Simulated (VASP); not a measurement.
# Ru (Cmce) in VASP: notebook, part 2 of 2

VASP 6.6.1. The steps go on from the part before.

## (3) Relaxation of cell and atoms, PBEsol

File INCAR:

```
SYSTEM = Ru
  PREC = Accurate
  ENCUT = 600
  EDIFF = 1E-7
  ISMEAR = 0
  SIGMA = 0.1
  LREAL = .FALSE.
  LASPH = .TRUE.
  NELM = 100
  ALGO = Normal
  ISIF = 3
  LWAVE = .FALSE.
  LCHARG = .FALSE.
  GGA = PS
  IBRION = 2
  NSW = 90
  EDIFFG = -0.04
```

File KPOINTS:

```
Automatic mesh
0
G
  6 6 4
  0 0 0
```

File POSCAR:

```
Ru
1.0
    2.5175805745     -1.6639281674      0.0000000000
    2.5175805745      1.6639281674      0.0000000000
    0.0000000000      0.0000000000      6.7875776757
Ru
4
Direct
    0.8500000000      0.1500000000      0.1170000000
    0.6500000000      0.3500000000      0.6170000000
    0.1500000000      0.8500000000      0.8830000000
    0.3500000000      0.6500000000      0.3830000000
```

Potentials or basis: VASP PAW PBE potentials, release 64 (Ru_pv).

Launch:

```
$ cat potpaw_PBE.64/Ru_pv/POTCAR > POTCAR
$ mpirun -np 1 vasp_std > vasp.out
```

It took 21 min on 1 thread of AMD EPYC 9R45 (Zen 5), shared host; peak memory 0.2 GiB.

It converged, with:

```yaml
Free_energy: -40.1367 eV
Relaxed_volume: 13.40 Å³/atom
Relaxed_cell: a = 2.676 Å, b = 2.676 Å, c = 7.486 Å, α = 90.00°, β = 90.00°, γ = 89.94°
Space_group_after_relaxing_to_0.1_Å: Fm-3m (No. 225)
Energy_gained_by_relaxing: 2208.2 meV/atom
Ionic_steps: 38
Pressure_after_relaxing: 0.1 GPa
Largest_force_after_relaxing: 0.010 eV/Å
Band_gap_on_the_k_mesh: zero (bands 28 and 29 overlap by 2.92 eV)
```

Forces in eV/Å, atoms in the order of the input:
```
Ru   0.000  0.009  0.003
Ru   0.000 -0.009  0.003
Ru   0.000 -0.009 -0.003
Ru   0.000  0.009 -0.003
```

Stress tensor (GPa, compression positive):
```
 0.03  0.00  0.00
 0.00  0.23  0.00
 0.00  0.00 -0.10
```

Step by step:
| step | energy change (eV) | largest force (eV/Å) | pressure (GPa) | volume (Å³) |
| --- | --- | --- | --- | --- |
| 1 | 0.0000 | 13.6702 | 59.95 | 56.87 |
| 2 | -1.2804 | 0.0406 | -14.62 | 105.41 |
| 3 | -1.4365 | 0.1540 | -15.78 | 102.40 |
| 4 | -1.5992 | 0.2581 | -17.04 | 99.46 |
| 5 | -3.4591 | 0.3845 | -21.83 | 77.27 |
| 6 | -4.5053 | 1.3334 | -13.50 | 66.82 |
| 7 | -4.5164 | 1.6192 | 1.01 | 61.78 |
| 8 | -4.5841 | 1.5250 | -8.13 | 64.52 |
| 9 | -7.7657 | 0.8507 | -15.06 | 59.91 |
| 10 | -8.2531 | 0.7779 | -9.79 | 58.00 |
| 11 | -8.3118 | 0.8356 | -6.32 | 57.17 |
| 12 | -8.3358 | 0.6926 | 15.22 | 52.99 |
| 13 | -8.3997 | 0.7626 | 4.37 | 54.84 |
| 14 | -8.4529 | 0.6154 | -2.26 | 55.21 |
| 15 | -8.4540 | 0.5355 | -1.21 | 55.14 |
| 16 | -8.5064 | 0.5599 | 0.38 | 54.62 |
| 17 | -8.6660 | 0.6005 | 6.38 | 53.07 |
| 18 | -8.3554 | 0.9188 | 29.41 | 50.03 |
| 19 | -8.6899 | 0.5756 | 9.01 | 52.58 |
| 20 | -8.7010 | 0.4132 | 13.96 | 51.75 |
| 21 | -8.7049 | 0.5006 | 12.04 | 52.04 |
| 22 | -8.7131 | 0.4708 | 11.87 | 52.05 |
| 23 | -8.7333 | 0.3682 | 11.39 | 52.07 |
| 24 | -8.7501 | 0.1697 | 10.79 | 52.10 |
| 25 | -8.7666 | 0.1659 | 9.14 | 52.33 |
| 26 | -8.8017 | 0.1553 | 4.25 | 53.01 |
| 27 | -8.8091 | 0.1381 | -4.52 | 54.38 |
| 28 | -8.8158 | 0.1444 | -1.16 | 53.83 |
| 29 | -8.8186 | 0.1416 | -1.06 | 53.81 |
| 30 | -8.8254 | 0.1313 | -0.71 | 53.75 |
| 31 | -8.8311 | 0.1025 | 0.05 | 53.62 |
| 32 | -8.8311 | 0.1012 | 0.10 | 53.61 |
| 33 | -8.8315 | 0.0882 | -0.02 | 53.62 |
| 34 | -8.8325 | 0.0478 | -0.26 | 53.66 |
| 35 | -8.8323 | 0.0384 | -0.74 | 53.73 |
| 36 | -8.8327 | 0.0140 | -0.48 | 53.69 |
| 37 | -8.8328 | 0.0120 | 0.40 | 53.55 |
| 38 | -8.8329 | 0.0098 | 0.05 | 53.61 |

Final structure:
```
CELL_PARAMETERS angstrom
1.89320 -1.89118 0.00000
1.89320 1.89118 0.00000
0.00000 0.00000 7.48614
ATOMIC_POSITIONS crystal
Ru 0.75029 0.24971 0.12497
Ru 0.74971 0.25029 0.62497
Ru 0.24971 0.75029 0.87503
Ru 0.25029 0.74971 0.37503
```

Levels at points of the mesh, in eV from the Fermi level:
| k point | band 26 | band 27 | band 28 | band 29 | band 30 | band 31 |
| --- | --- | --- | --- | --- | --- | --- |
| (0.00, 0.00, 0.00) | -0.84 | -0.84 | -0.84 | -0.30 | -0.10 | 0.61 |
| (0.50, 0.00, 0.00) | -1.41 | -0.39 | -0.39 | 0.92 | 0.92 | 1.68 |
| (0.50, 0.50, 0.00) | 1.69 | 2.15 | 2.16 | 2.16 | 2.16 | 2.30 |
| (0.00, 0.00, 0.50) | -0.79 | -0.04 | -0.04 | 1.11 | 1.11 | 1.11 |
| (0.50, 0.00, 0.50) | -1.44 | -1.44 | -1.44 | 0.91 | 0.91 | 0.92 |
| (0.50, 0.50, 0.50) | 0.70 | 0.70 | 0.70 | 2.16 | 2.16 | 2.16 |

Caveat: the k points lie up to 0.39 Å⁻¹ apart in the final cell, too coarse for converged energies and pressures of a metal; the PAW data sets were made with another functional, which shifts forces and pressure a little.

## (4) Single point, PBEsol

This run uses another cell than the first one, of 14.25 Å³/atom.

File INCAR:

```
SYSTEM = Ru
PREC = Accurate
ENCUT = 520
EDIFF = 1E-6
ISMEAR = 0
SIGMA = 0.1
LREAL = .FALSE.
LASPH = .TRUE.
NELM = 100
ALGO = Normal
ISIF = 2
LWAVE = .FALSE.
LCHARG = .FALSE.
GGA = PS
NBANDS = 36
```

File KPOINTS:

```
regular mesh
0
G
  6 6 4
  0 0 0
```

File POSCAR:

```
Ru
1.0
    1.3533701685     -4.6014470549      0.0000000000
    1.3533701685      4.6014470549      0.0000000000
    0.0000000000      0.0000000000      4.5762890564
Ru
4
Direct
    0.1268432307      0.8731567693      0.9826141090
    0.6268432307      0.3731567693      0.5173858910
    0.8731567693      0.1268432307      0.0173858910
    0.3731567693      0.6268432307      0.4826141090
```

Launch:

```
$ cat potpaw_PBE.64/Ru_pv/POTCAR > POTCAR
$ mpirun -np 1 vasp_std > vasp.out
```

It took 57 s on 1 thread of Intel Xeon Platinum 8488C (Sapphire Rapids), shared host; peak memory 0.22 GiB.

Results (log left out):

```
Free energy            : -38.1222 eV
Pressure               : 0.3 GPa
Largest force          : 0.048 eV/Å
Band gap on the k mesh : zero (bands 28 and 29 overlap by 1.90 eV)
```

Forces in eV/Å, atoms in the order of the input:
```
Ru   0.000 -0.043  0.022
Ru   0.000 -0.043 -0.022
Ru   0.000  0.043 -0.022
Ru   0.000  0.043  0.022
```

Stress tensor (GPa, compression positive):
```
0.10 0.00 0.00
0.00 0.54 0.00
0.00 0.00 0.39
```

Levels at points of the mesh, in eV from the Fermi level:
| k point | band 26 | band 27 | band 28 | band 29 | band 30 | band 31 |
| --- | --- | --- | --- | --- | --- | --- |
| (0.00, 0.00, 0.00) | -0.86 | -0.26 | -0.12 | 0.08 | 0.34 | 0.53 |
| (0.50, 0.00, 0.00) | -1.21 | -0.46 | -0.46 | 0.32 | 0.32 | 1.84 |
| (0.50, 0.50, 0.00) | -1.73 | -1.33 | -0.82 | 0.53 | 0.99 | 1.67 |
| (0.00, 0.00, 0.50) | -1.06 | -0.91 | -0.91 | -0.30 | -0.30 | 0.43 |
| (0.50, 0.00, 0.50) | -0.16 | 0.73 | 0.73 | 1.77 | 1.77 | 1.98 |
| (0.50, 0.50, 0.50) | -1.38 | -1.29 | -1.29 | 0.00 | 0.00 | 0.32 |

Caveat: the k points lie up to 0.40 Å⁻¹ apart, too coarse for converged energies and pressures of a metal; the PAW data sets were made with another functional, which shifts forces and pressure a little.

## (5) Relaxation of cell and atoms, PBEsol

This run uses another cell than the first one, of 14.17 Å³/atom.

File INCAR:

```
PREC = Accurate ; ENCUT = 600
EDIFF = 1E-6 ; ISMEAR = 0
SIGMA = 0.1 ; LREAL = F
LASPH = T ; NELM = 100
ALGO = Normal ; ISIF = 3
LWAVE = F ; LCHARG = F
GGA = PS ; IBRION = 2
NSW = 90 ; EDIFFG = -0.04
```

File KPOINTS:

```
Automatic mesh
0
Gamma
  6 6 4
```

File POSCAR:

```
Ru
1.0
    1.5001501721     -4.7587845338      0.0000000000
    1.5001501721      4.7587845338      0.0000000000
    0.0000000000      0.0000000000      3.9701859539
Ru
4
Direct
    0.0980000000      0.9020000000      0.9100000000
    0.5980000000      0.4020000000      0.5900000000
    0.9020000000      0.0980000000      0.0900000000
    0.4020000000      0.5980000000      0.4100000000
```

Launch:

```
$ cat potpaw_PBE.64/Ru_pv/POTCAR > POTCAR
$ mpirun -np 1 vasp_std > vasp.out
```

It took 23 min on 1 thread of Intel Xeon Platinum 8488C (Sapphire Rapids), shared host; peak memory 0.27 GiB.

The run converged. Its results:

| Property | Result |
| --- | --- |
| Free energy | -38.0969 eV |
| Relaxed volume | 14.18 Å³/atom |
| Relaxed cell | a = 4.812 Å, b = 4.812 Å, c = 4.510 Å, α = 90.00°, β = 90.00°, γ = 147.10° |
| Space group after relaxing (to 0.1 Å) | Fmmm (No. 69) |
| Pressure after relaxing | 0.1 GPa |
| Largest force after relaxing | 0.022 eV/Å |
| Band gap on the k mesh | zero (bands 28 and 29 overlap by 1.94 eV) |

Forces in eV/Å, atoms in the order of the input:
```
Ru   0.000 -0.014  0.017
Ru   0.000 -0.014 -0.017
Ru   0.000  0.014 -0.017
Ru   0.000  0.014  0.017
```

Stress tensor (GPa, compression positive):
```
 0.22  0.00  0.00
 0.00  0.24  0.00
 0.00  0.00 -0.11
```

Final structure:
```xyz
4
Lattice="1.3624 -4.6147 0.0000 1.3624 4.6147 0.0000 0.0000 0.0000 4.5102" Properties=species:S:1:pos:R:3 pbc="T T T"
Ru    1.3624    3.4538    0.0247
Ru    1.3624   -1.1609    2.2303
Ru    1.3624   -3.4538    4.4854
Ru    1.3624    1.1609    2.2798
```

Levels at points of the mesh, in eV from the Fermi level:
```tsv
k point	band 24	band 25	band 26	band 27	band 28	band 29	band 30	band 31	band 32	band 33
(0.00, 0.00, 0.00)	-1.05	-1.00	-0.87	-0.14	-0.02	0.00	0.27	0.58	1.44	2.19
(0.50, 0.00, 0.00)	-2.06	-1.37	-1.37	-0.32	-0.32	0.19	0.19	1.82	1.82	4.13
(0.50, 0.50, 0.00)	-1.97	-1.76	-1.73	-1.20	-0.55	0.27	1.00	1.70	1.97	2.25
(0.00, 0.00, 0.50)	-1.10	-0.95	-0.95	-0.85	-0.85	-0.31	-0.31	-0.04	-0.04	0.61
(0.50, 0.00, 0.50)	-1.10	-0.18	-0.18	0.74	0.74	1.85	1.85	2.06	2.06	3.91
(0.50, 0.50, 0.50)	-2.36	-1.30	-1.30	-1.05	-1.05	-0.03	-0.03	0.27	0.27	1.97
```

Caveat: the k points lie up to 0.40 Å⁻¹ apart in the final cell, too coarse for converged energies and pressures of a metal; the PAW data sets were made with another functional, which shifts forces and pressure a little.

## (6) Overview

| task | cell | cutoff (eV) | gap on the mesh (eV) | pressure (GPa) | relaxed volume (Å³/atom) | largest force (eV/Å) |
| --- | --- | --- | --- | --- | --- | --- |
| single point | a = 3.018, b = 3.018, c = 6.788 Å, angles 90.0, 90.0, 66.9°, 4 atoms, atomic positions A | 520 | none | 59.9 | - | 13.67 |
| relaxation of cell and atoms | relaxed from a = 3.018, b = 3.018, c = 6.788 Å, angles 90.0, 90.0, 66.9°, 4 atoms, atomic positions A | 600 | none | 0.1 | 13.40 | 0.01 |
| single point | a = 4.796, b = 4.796, c = 4.576 Å, angles 90.0, 90.0, 147.2°, 4 atoms, atomic positions B | 520 | none | 0.3 | - | 0.05 |
| relaxation of cell and atoms | relaxed from a = 4.990, b = 4.990, c = 3.970 Å, angles 90.0, 90.0, 145.0°, 4 atoms, atomic positions C | 600 | none | 0.1 | 14.18 | 0.02 |

Alike in all rows: level PBEsol; potentials or basis VASP PAW PBE potentials, release 64 (Ru_pv); no spin polarisation; k mesh 6 × 6 × 4; smearing gaussian 0.1 eV.

Caveats: all runs use coarse meshes; the PAW data sets were made with another functional, which shifts forces and pressure a little; atoms lie so close that the PAW spheres overlap strongly, which falsifies energies and pressures (at least some runs).

Total energies depend on the potentials used, so only differences within one code and one set of settings carry meaning.
